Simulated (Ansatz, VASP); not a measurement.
# Two plane-wave programs on C

INCAR

```
SYSTEM = C
PREC = Accurate
ENCUT = 520
EDIFF = 1E-6
ISMEAR = 0
SIGMA = 0.05
LREAL = .False.
LASPH = .True.
NELM = 60
ALGO = Normal
ISIF = 2
LWAVE = .False.
LCHARG = .True.
GGA = PS
LELF = .True.
LVHAR = .True.
NBANDS = 11
```

Contents of KPOINTS:

```
Automatic mesh
0
Gamma
  12 12 12
  0 0 0
```

The input POSCAR:

```
C
1.0
    0.0000000000      1.9190569830      1.6347522448
    1.9190569830      0.0000000000      1.6347522448
    1.9190569830      1.9190569830      0.0000000000
C
2
Direct
    0.5000000000      0.5000000000      0.5000000000
    0.7500000000      0.7500000000      0.7500000000
```

Input for Ansatz:

```yaml
crystal:
  lattice:
    - [0.0, 1.919056983, 1.6347522448]
    - [1.919056983, 0.0, 1.6347522448]
    - [1.919056983, 1.919056983, 0.0]
  atoms:
    - { symbol: C, position: [0.5, 0.5, 0.5] }
    - { symbol: C, position: [0.75, 0.75, 0.75] }
basis:
  ecutwfc: 420
kpoints:
  mp_grid: { grid: [12, 12, 12] }
hamiltonian:
  xc: pbesol
scf:
  occupations: { method: gaussian, width: 0.05 }
output:
  forces: true
  stress: true
  eigenvalues: true
```

Change from the starting cell: strain +0.080 along x and y, -0.080 along z, atoms carried along.

Alike in both runs: task single point; functional PBEsol; k mesh 12 × 12 × 12; occupations gaussian, width 0.05 eV; no spin polarisation.

|  | VASP | Ansatz |
| --- | --- | --- |
| version | VASP 6.6.1 | Ansatz 0.2.0 |
| potentials or method | VASP PAW PBE potentials, release 64 (C), cutoff 520 eV | scalar-relativistic, plane waves, PAW |
| valence electrons in the cell | 8 | 8 |

Ansatz gave:

```
gap on the k mesh at the Fermi level (eV)                     : 0.25
least direct gap on the mesh (eV)                             : 3.06
pressure (GPa)                                                : -27.2
traceless stress, the component that is largest in VASP (GPa) : 76.62
```

Q: Which values does VASP return?

A: gap on the k mesh at the Fermi level (eV): 0.25; least direct gap on the mesh (eV): 3.06; pressure (GPa): -26.5; traceless stress, the component that is largest in VASP (GPa): 76.54.

VASP's potentials were made for PBE, not for PBEsol. The functional is the same, so the differences come from potentials, cutoffs and numerics.
